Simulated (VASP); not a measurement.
# Ru (Fd-3m) in VASP: a series of runs

The runs below take Ru through single point, with revPBE.

Program: VASP 6.6.1. These are calculated values, not measurements. Logs are shortened: lines on timing, memory, paths and dates and some standing lists are left out, and cuts for length are marked.

## Step 1: The cell of the first run

Symmetry: Fd-3m, No. 227, cubic system. The conventional cell has a = 5.478 Å, b = 5.478 Å, c = 5.478 Å, α = 90.00°, β = 90.00°, γ = 90.00°. Ru (site symmetry -43m) has 4 Ru at 2.37 Å within 3.1 Å.

## Step 2: Single point, revPBE

INCAR

```
ALGO     = Normal         # electronic algorithm
EDIFF    = 1E-6           # SCF threshold, eV
ENCUT    = 520            # plane-wave cutoff, eV
GGA      = RE             # functional
ISIF     = 2              # what is computed and relaxed
ISMEAR   = -1             # smearing method
LASPH    = True           # aspherical terms in the spheres
LCHARG   = False          # write CHGCAR
LREAL    = False          # projectors in reciprocal space
LWAVE    = False          # write WAVECAR
NBANDS   = 21             # bands
NELM     = 80             # most SCF steps
PREC     = Accurate       # precision mode
SIGMA    = 0.1            # smearing width, eV
```

KPOINTS

```
k-points
0
Gamma
  10 10 10
```

POSCAR

```
Ru
1.0
    0.0000000000      2.7391580688      2.7391580688
    2.7391580688      0.0000000000      2.7391580688
    2.7391580688      2.7391580688      0.0000000000
Ru
2
Direct
    0.1250000000      0.1250000000      0.1250000000
    0.8750000000      0.8750000000      0.8750000000
```

Potentials or basis: VASP PAW PBE potentials, release 64 (Ru_pv).

On the command line:

```bash
> cat potpaw_PBE.64/Ru_pv/POTCAR > POTCAR
> mpirun -np 1 vasp_std > vasp.out
```

OUTCAR:

```text
EDIFF = 1E-6
   ENCUT = 520
   GGA = RE
   ISIF = 2
   ISMEAR = -1
   LASPH = True
   LREAL = False
   NELM = 80
   PREC = Accurate

 ion  position               nearest neighbor table
   1  0.125  0.125  0.125-   2 2.37   2 2.37   2 2.37   2 2.37
   2  0.875  0.875  0.875-   1 2.37   1 2.37   1 2.37   1 2.37

  LATTYP: Found a face centered cubic cell.
 ALAT       =     5.4783161376

  Lattice vectors:

 A1 = (   0.0000000000,   2.7391580688,   2.7391580688)
 A2 = (   2.7391580688,   0.0000000000,   2.7391580688)
 A3 = (   2.7391580688,   2.7391580688,   0.0000000000)

Analysis of symmetry for initial positions (statically):
=====================================================================
 Subroutine PRICEL returns:
 Original cell was already a primitive cell.

 Routine SETGRP: Setting up the symmetry group for a
 face centered cubic supercell.

 Subroutine GETGRP returns: Found 48 space group operations
 (whereof 12 operations were pure point group operations)
 out of a pool of 48 trial point group operations.

The static configuration has the point symmetry D_3d.
 The point group associated with its full space group is O_h .

Analysis of symmetry for dynamics (positions and initial velocities):
=====================================================================
 Subroutine PRICEL returns:
 Original cell was already a primitive cell.

 Routine SETGRP: Setting up the symmetry group for a
 face centered cubic supercell.

 Subroutine GETGRP returns: Found 48 space group operations
 (whereof 12 operations were pure point group operations)
 out of a pool of 48 trial point group operations.

The dynamic configuration has the point symmetry D_3d.
 The point group associated with its full space group is O_h .

 Subroutine INISYM returns: Found 48 space group operations
 (whereof 12 operations are pure point group operations),
 and found     1 'primitive' translations

----------------------------------------------------------------------------------------

                                     Primitive cell

  volume of cell :      41.1037

  direct lattice vectors                    reciprocal lattice vectors
     0.000000000  2.739158069  2.739158069    -0.182537841  0.182537841  0.182537841
     2.739158069  0.000000000  2.739158069     0.182537841 -0.182537841  0.182537841
     2.739158069  2.739158069  0.000000000     0.182537841  0.182537841 -0.182537841

  length of vectors
     3.873754490  3.873754490  3.873754490     0.316164815  0.316164815  0.316164815

  position of ions in fractional coordinates (direct lattice)
     0.125000000  0.125000000  0.125000000
     0.875000000  0.875000000  0.875000000

  ion indices of the primitive-cell ions
   primitive index   ion index
                 1           1
                 2           2

----------------------------------------------------------------------------------------

 KPOINTS: k-points

Automatic generation of k-mesh.
 Grid dimensions read from file:
 generate k-points for:   10   10   10

 Generating k-lattice:

  Cartesian coordinates                     Fractional coordinates (reciprocal lattice)
    -0.018253784  0.018253784  0.018253784     0.100000000  0.000000000  0.000000000
     0.018253784 -0.018253784  0.018253784     0.000000000  0.100000000  0.000000000
     0.018253784  0.018253784 -0.018253784     0.000000000  0.000000000  0.100000000

  Length of vectors
     0.031616481  0.031616481  0.031616481

  Shift w.r.t. Gamma in fractional coordinates (k-lattice)
     0.000000000  0.000000000  0.000000000

 Subroutine IBZKPT returns following result:
 ===========================================

 Found     47 irreducible k-points:

 Following reciprocal coordinates:
            Coordinates               Weight
  0.000000  0.000000  0.000000      1.000000
  0.100000  0.000000  0.000000      8.000000
  0.200000  0.000000  0.000000      8.000000
  0.300000  0.000000  0.000000      8.000000
  0.400000  0.000000  0.000000      8.000000
  0.500000  0.000000  0.000000      4.000000
[... 16 lines left out ...]
  0.300000  0.300000  0.000000      6.000000
  0.400000  0.300000  0.000000     24.000000
 [... further k-points ...]
   k-points           NKPTS =     47   k-points in BZ     NKDIM =     47   number of bands    NBANDS=     21
   number of dos      NEDOS =    301   number of ions     NIONS =      2
   total plane-waves  NPLWV =  27000
   dimension x,y,z NGX =    30 NGY =   30 NGZ =   30
   dimension x,y,z NGXF=    60 NGYF=   60 NGZF=   60
   ions per type =               2
   NGX,Y,Z   is equivalent  to a cutoff of  12.87, 12.87, 12.87 a.u.
   NGXF,Y,Z  is equivalent  to a cutoff of  25.75, 25.75, 25.75 a.u.
 SYSTEM =  unknown system
   PREC   = accura    normal or accurate (medium, high low for compatibility)
   ISTART =      0    job   : 0-new  1-cont  2-samecut
   ICHARG =      2    charge: 1-file 2-atom 10-const
   ISPIN  =      1    spin polarized calculation?
[... 70 lines left out ...]
     21      19.9309      0.00000

 k-point     2 :       0.1000    0.0000    0.0000
  band No.  band energies     occupation
      1     -36.1774      2.00000
      2     -36.1774      2.00000
      3     -36.1660      2.00000
      4     -35.3272      2.00000
      5     -35.3144      2.00000
      6     -35.3144      2.00000
[... 13 lines left out ...]
     20      17.9844      0.00000
     21      19.2719      0.00000

 k-point     3 :       0.2000    0.0000    0.0000
  band No.  band energies     occupation
      1     -36.2017      2.00000
      2     -36.2017      2.00000
      3     -36.1615      2.00000
      4     -35.3339      2.00000
      5     -35.2889      2.00000
      6     -35.2889      2.00000
[... 13 lines left out ...]
     20      17.9441      0.00000
     21      18.2301      0.00000

 k-point     4 :       0.3000    0.0000    0.0000
  band No.  band energies     occupation
      1     -36.2298      2.00000
      2     -36.2298      2.00000
      3     -36.1563      2.00000
      4     -35.3415      2.00000
      5     -35.2591      2.00000
      6     -35.2591      2.00000
[... 13 lines left out ...]
     20      18.0070      0.00000
     21      18.1001      0.00000

 k-point     5 :       0.4000    0.0000    0.0000
  band No.  band energies     occupation
      1     -36.2515      2.00000
      2     -36.2515      2.00000
      3     -36.1525      2.00000
      4     -35.3474      2.00000
      5     -35.2363      2.00000
      6     -35.2363      2.00000
[... 13 lines left out ...]
     20      17.4928      0.00000
     21      17.4928      0.00000

 k-point     6 :       0.5000    0.0000    0.0000
  band No.  band energies     occupation
      1     -36.2594      2.00000
      2     -36.2594      2.00000
      3     -36.1512      2.00000
      4     -35.3495      2.00000
      5     -35.2278      2.00000
      6     -35.2278      2.00000
[... 13 lines left out ...]
     20      17.2734      0.00000
     21      17.3249      0.00000

 k-point     7 :       0.1000    0.1000    0.0000
  band No.  band energies     occupation
      1     -36.1888      2.00000
      2     -36.1888      2.00000
      3     -36.1477      2.00000
      4     -35.3463      2.00000
      5     -35.3025      2.00000
      6     -35.3025      2.00000
[... 13 lines left out ...]
     20      18.3032      0.00000
     21      18.7048      0.00000
[... 291 lines left out ...]
      1     -36.3416      2.00000
      2     -36.2828      2.00000
      3     -36.0088      2.00000
      4     -35.4895      2.00000
      5     -35.2032      2.00000
      6     -35.1490      2.00000
[... 13 lines left out ...]
     20      15.7446      0.00000
     21      17.9166      0.00000

 k-point    21 :      -0.3000    0.2000    0.0000
  band No.  band energies     occupation
      1     -36.3293      2.00000
      2     -36.2595      2.00000
      3     -36.0408      2.00000
      4     -35.4566      2.00000
      5     -35.2277      2.00000
      6     -35.1613      2.00000
[... 13 lines left out ...]
     20      16.8862      0.00000
     21      17.9360      0.00000

 k-point    22 :      -0.2000    0.2000    0.0000
  band No.  band energies     occupation
      1     -36.2954      2.00000
      2     -36.2311      2.00000
      3     -36.0868      2.00000
      4     -35.4099      2.00000
      5     -35.2576      2.00000
      6     -35.1948      2.00000
[... 13 lines left out ...]
     20      17.9371      0.00000
     21      18.1285      0.00000

 k-point    23 :       0.3000    0.3000    0.0000
  band No.  band energies     occupation
      1     -36.2955      2.00000
      2     -36.2955      2.00000
      3     -35.9987      2.00000
      4     -35.5053      2.00000
      5     -35.1902      2.00000
      6     -35.1902      2.00000
[... 13 lines left out ...]
     20      14.9244      0.00000
     21      17.5622      0.00000

 k-point    24 :       0.4000    0.3000    0.0000
  band No.  band energies     occupation
      1     -36.3230      2.00000
      2     -36.3158      2.00000
      3     -35.9474      2.00000
      4     -35.5576      2.00000
      5     -35.1687      2.00000
      6     -35.1626      2.00000
[... 13 lines left out ...]
     20      13.7815      0.00000
     21      17.8644      0.00000

 [... further k-points ...]
[... 5 lines left out ...]
  --------------------------------------------------------------------------------------
  -------------------------------------------------------------------------------------
  Total        0.0665025      0.0665025      0.0665025      0.0000000     -0.0000000     -0.0000000
  in kB        2.5921938      2.5921938      2.5921938      0.0000000     -0.0000000     -0.0000000
  external PRESSURE =       2.5921938 kB  Pullay stress =       0.0000000 kB

 VOLUME and BASIS-vectors are now :
 -----------------------------------------------------------------------------
  energy-cutoff  :      520.00
  volume of cell :       41.10
      direct lattice vectors                 reciprocal lattice vectors
     0.000000000  2.739158069  2.739158069    -0.182537841  0.182537841  0.182537841
     2.739158069  0.000000000  2.739158069     0.182537841 -0.182537841  0.182537841
     2.739158069  2.739158069  0.000000000     0.182537841  0.182537841 -0.182537841

 POSITION                                       TOTAL-FORCE (eV/Angst)
 -----------------------------------------------------------------------------------
      0.68479      0.68479      0.68479         0.000000      0.000000      0.000000
      4.79353      4.79353      4.79353         0.000000     -0.000000     -0.000000
 -----------------------------------------------------------------------------------
    total drift:                               -0.000000      0.000000      0.000000

  FREE ENERGIE OF THE ION-ELECTRON SYSTEM (eV)
  ---------------------------------------------------
  free  energy   TOTEN  =       -15.2129594002 eV

  energy  without entropy=      -15.1512657601  energy(sigma->0) =      -15.18211258
```

It took 18 s on 1 thread of Intel Xeon 6975P-C (Granite Rapids), shared host; peak memory 0.18 GiB.

What came out:

* Free energy: -15.2130 eV
* Pressure: 0.3 GPa
* Band gap on the k mesh: zero (band 14 reaches 7.40 eV, above the bottom of band 15 at 6.45 eV)

Caveat: the PAW data sets were made with another functional, which shifts forces and pressure a little.

## Step 3: Single point, revPBE (volume scaled by 0.92)

INCAR

```
SYSTEM = Ru
  ALGO = Normal
  EDIFF = 1E-6
  ENCUT = 520
  GGA = RE
  ISIF = 2
  ISMEAR = -1
  LASPH = .True.
  LCHARG = .False.
  LREAL = .False.
  LWAVE = .False.
  NBANDS = 21
  NELM = 60
  PREC = Accurate
  SIGMA = 0.1
```

KPOINTS

```
k-points
0
Gamma
  11 11 11
  0 0 0
```

POSCAR

```
Ru
1.0
    0.0000000000      2.6640745310      2.6640745310
    2.6640745310      0.0000000000      2.6640745310
    2.6640745310      2.6640745310      0.0000000000
Ru
2
Direct
    0.1250000000      0.1250000000      0.1250000000
    0.8750000000      0.8750000000      0.8750000000
```

Potentials or basis: VASP PAW PBE potentials, release 64 (Ru_pv).

On the command line:

```bash
> cat potpaw_PBE.64/Ru_pv/POTCAR > POTCAR
> mpirun -np 1 vasp_std > vasp.out
```

Run time: 16 s. Hardware: 1 thread of Intel Xeon 6975P-C (Granite Rapids), shared host; peak memory 0.17 GiB.

Results (log left out):

| Property | Result |
| --- | --- |
| Free energy | -15.0533 eV |
| Pressure | 16.3 GPa |
| Band gap on the k mesh | zero (band 14 reaches 8.38 eV, above the bottom of band 15 at 7.48 eV) |

Levels at points of the mesh, in eV from the Fermi level:
| k point | band 12 | band 13 | band 14 | band 15 | band 16 | band 17 |
| --- | --- | --- | --- | --- | --- | --- |
| (0.00, 0.00, 0.00) | -3.44 | -0.50 | -0.50 | -0.50 | 2.05 | 2.05 |

Caveat: the PAW data sets were made with another functional, which shifts forces and pressure a little.

## Step 4: Single point, revPBE (volume scaled by 0.96)

INCAR

```
  PREC = Accurate
  ENCUT = 520
  EDIFF = 1E-6
  ISMEAR = -1
  SIGMA = 0.1
  LREAL = False
  LASPH = True
  NELM = 100
  ALGO = Normal
  ISIF = 2
  LWAVE = False
  LCHARG = True
  GGA = RE
  LELF = True
  LVHAR = True
  NBANDS = 21
```

KPOINTS

```
regular mesh
0
Gamma
  11 11 11
```

POSCAR

```
Ru
1.0
    0.0000000000      2.7021378811      2.7021378811
    2.7021378811      0.0000000000      2.7021378811
    2.7021378811      2.7021378811      0.0000000000
Ru
2
Direct
    0.1250000000      0.1250000000      0.1250000000
    0.8750000000      0.8750000000      0.8750000000
```

On the command line:

```bash
> cat potpaw_PBE.64/Ru_pv/POTCAR > POTCAR
> mpirun -np 1 vasp_std > vasp.out
```

Wall time 16 s (1 thread of Intel Xeon 6975P-C (Granite Rapids), shared host); peak memory 0.17 GiB.

Results (log left out):

```yaml
Free_energy: -15.1735 eV
Pressure: 7.3 GPa
Band_gap_on_the_k_mesh: zero (band 14 reaches 7.80 eV, above the bottom of band 15 at 6.94 eV)
```

Levels at points of the mesh, in eV from the Fermi level:
| k point | band 12 | band 13 | band 14 | band 15 | band 16 | band 17 |
| --- | --- | --- | --- | --- | --- | --- |
| (0.00, 0.00, 0.00) | -3.29 | -0.48 | -0.48 | -0.48 | 1.91 | 1.91 |

Caveat: the PAW data sets were made with another functional, which shifts forces and pressure a little.

## Step 5: Single point, revPBE

INCAR

```
SYSTEM = Ru
PREC = Accurate
ENCUT = 520
EDIFF = 1E-7
ISMEAR = -1
SIGMA = 0.1
LREAL = .False.
LASPH = .True.
NELM = 100
ALGO = Normal
ISIF = 2
LWAVE = .False.
LCHARG = .True.
GGA = RE
LELF = .True.
LVHAR = .True.
NBANDS = 21
```

KPOINTS

```
Automatic mesh
0
Gamma
  11 11 11
  0 0 0
```

POSCAR

```
Ru
1.0
    0.0000000000      2.7391580688      2.7391580688
    2.7391580688      0.0000000000      2.7391580688
    2.7391580688      2.7391580688      0.0000000000
Ru
2
Direct
    0.1250000000      0.1250000000      0.1250000000
    0.8750000000      0.8750000000      0.8750000000
```

On the command line:

```bash
> cat potpaw_PBE.64/Ru_pv/POTCAR > POTCAR
> mpirun -np 1 vasp_std > vasp.out
```

Wall time 24 s (1 thread of Intel Xeon 6975P-C (Granite Rapids), shared host); peak memory 0.18 GiB.

The run converged. Its results:

```yaml
Free_energy: -15.2120 eV
Pressure: 0.3 GPa
Band_gap_on_the_k_mesh: zero (band 14 reaches 7.27 eV, above the bottom of band 15 at 6.45 eV)
```

Levels at points of the mesh, in eV from the Fermi level:
```csv
k point,band 11,band 12,band 13,band 14,band 15,band 16,band 17,band 18
"(0.00, 0.00, 0.00)",-3.15,-3.15,-0.46,-0.46,-0.46,1.78,1.78,10.99
```

Caveat: the PAW data sets were made with another functional, which shifts forces and pressure a little.

## Step 6: Single point, revPBE (volume scaled by 1.04)

INCAR

```
PREC     = Accurate       # precision mode
ENCUT    = 520            # plane-wave cutoff, eV
EDIFF    = 1E-7           # SCF threshold, eV
ISMEAR   = -1             # smearing method
SIGMA    = 0.1            # smearing width, eV
LREAL    = False          # projectors in reciprocal space
LASPH    = True           # aspherical terms in the spheres
NELM     = 80             # most SCF steps
ALGO     = Normal         # electronic algorithm
ISIF     = 2              # what is computed and relaxed
LWAVE    = False          # write WAVECAR
LCHARG   = True           # write CHGCAR
GGA      = RE             # functional
LELF     = True           # ELF
LVHAR    = True         
NBANDS   = 21             # bands
```

KPOINTS

```
Automatic mesh
0
Gamma
  11 11 11
```

POSCAR

```
Ru
1.0
    0.0000000000      2.7752037560      2.7752037560
    2.7752037560      0.0000000000      2.7752037560
    2.7752037560      2.7752037560      0.0000000000
Ru
2
Direct
    0.1250000000      0.1250000000      0.1250000000
    0.8750000000      0.8750000000      0.8750000000
```

Potentials or basis: VASP PAW PBE potentials, release 64 (Ru_pv).

On the command line:

```bash
> cat potpaw_PBE.64/Ru_pv/POTCAR > POTCAR
> mpirun -np 1 vasp_std > vasp.out
```

Run time: 26 s. Hardware: 1 thread of Intel Xeon 6975P-C (Granite Rapids), shared host; peak memory 0.18 GiB.

Results (log left out):

| Property | Result |
| --- | --- |
| Free energy | -15.1858 eV |
| Pressure | -5.3 GPa |
| Band gap on the k mesh | zero (band 14 reaches 6.78 eV, above the bottom of band 15 at 5.99 eV) |

Levels at points of the mesh, in eV from the Fermi level:
```
           k point  band 11  band 12  band 13  band 14  band 15  band 16  band 17  band 18
(0.00, 0.00, 0.00)    -3.02    -3.02    -0.44    -0.44    -0.44     1.67     1.67    11.03
```

Caveat: the PAW data sets were made with another functional, which shifts forces and pressure a little.

## Step 7: Summary

| cell | k mesh | gap on the mesh (eV) | pressure (GPa) |
| --- | --- | --- | --- |
| a = 3.874 Å, angles 60.0°, 2 atoms | 10 × 10 × 10 | none | 0.3 |
| a = 3.768 Å, angles 60.0°, 2 atoms | 11 × 11 × 11 | none | 16.3 |
| a = 3.821 Å, angles 60.0°, 2 atoms | 11 × 11 × 11 | none | 7.3 |
| a = 3.874 Å, angles 60.0°, 2 atoms | 11 × 11 × 11 | none | 0.3 |
| a = 3.925 Å, angles 60.0°, 2 atoms | 11 × 11 × 11 | none | -5.3 |

Alike in all rows: task single point; level revPBE; potentials or basis VASP PAW PBE potentials, release 64 (Ru_pv); no spin polarisation; cutoff (eV) 520; smearing fermi-dirac 0.1 eV.

Caveats: the PAW data sets were made with another functional, which shifts forces and pressure a little.

Total energies depend on the potentials used, so only differences within one code and one set of settings carry meaning.
